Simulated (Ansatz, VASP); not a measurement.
# Ir in VASP and in Ansatz

Contents of INCAR:

```
PREC     = Accurate       # precision mode
ENCUT    = 600            # plane-wave cutoff, eV
EDIFF    = 1E-6           # SCF threshold, eV
ISMEAR   = -1             # smearing method
SIGMA    = 0.1            # smearing width, eV
LREAL    = F              # projectors in reciprocal space
LASPH    = T              # aspherical terms in the spheres
NELM     = 100            # most SCF steps
ALGO     = Normal         # electronic algorithm
ISIF     = 3              # what is computed and relaxed
LWAVE    = F              # write WAVECAR
LCHARG   = F              # write CHGCAR
GGA      = PS             # functional
IBRION   = 2              # ionic algorithm
NSW      = 100            # ionic steps
EDIFFG   = -0.002         # ionic threshold
```

File KPOINTS:

```
regular mesh
0
Gamma
  20 20 20
```

POSCAR

```
Ir
1.0
    0.0000000000      1.9156000000      1.9156000000
    1.9156000000      0.0000000000      1.9156000000
    1.9156000000      1.9156000000      0.0000000000
Ir
1
Direct
    0.0000000000      0.0000000000      0.0000000000
```

Input for Ansatz:

```yaml
crystal:
  lattice:
    - [0.0, 1.9156, 1.9156]
    - [1.9156, 0.0, 1.9156]
    - [1.9156, 1.9156, 0.0]
  atoms:
    - { symbol: Ir, position: [0.0, 0.0, 0.0] }
kpoints:
  mp_grid: { grid: [20, 20, 20] }
scf:
  occupations: { method: fermi_dirac, width: 0.1 }
hamiltonian:
  xc: pbesol
  pseudopotentials: { kind: paw }
relax:
  f_tol: 0.002
  max_steps: 80
  cell: {}
output:
  forces: true
  stress: true
```

Alike in both runs: task relaxation of cell and atoms; functional PBEsol; k mesh 20 × 20 × 20; occupations fermi-dirac, width 0.1 eV; no spin polarisation.

|  | VASP | Ansatz |
| --- | --- | --- |
| version | VASP 6.6.1 | Ansatz 0.2.0 |
| potentials or method | VASP PAW PBE potentials, release 64 (Ir) | PAW with Ansatz's default frozen-core files, scalar-relativistic |
| plane-wave cutoff (eV) | 600 | 420 |
| valence electrons in the cell | 9 | 17 |

|  | VASP | Ansatz | Ansatz less VASP |
| --- | --- | --- | --- |
| relaxed volume (Å³/atom) | 14.09 | 14.05 | -0.037 |
| relaxed cell length with the largest relative difference (Å) | 2.711 | 2.709 | -0.0024 |

VASP's potentials were made for PBE, not for PBEsol. VASP's potentials hold 9 valence electrons a cell and Ansatz's 17, so a difference there can come from the potentials and not from the codes.

Spin-orbit coupling is off throughout.
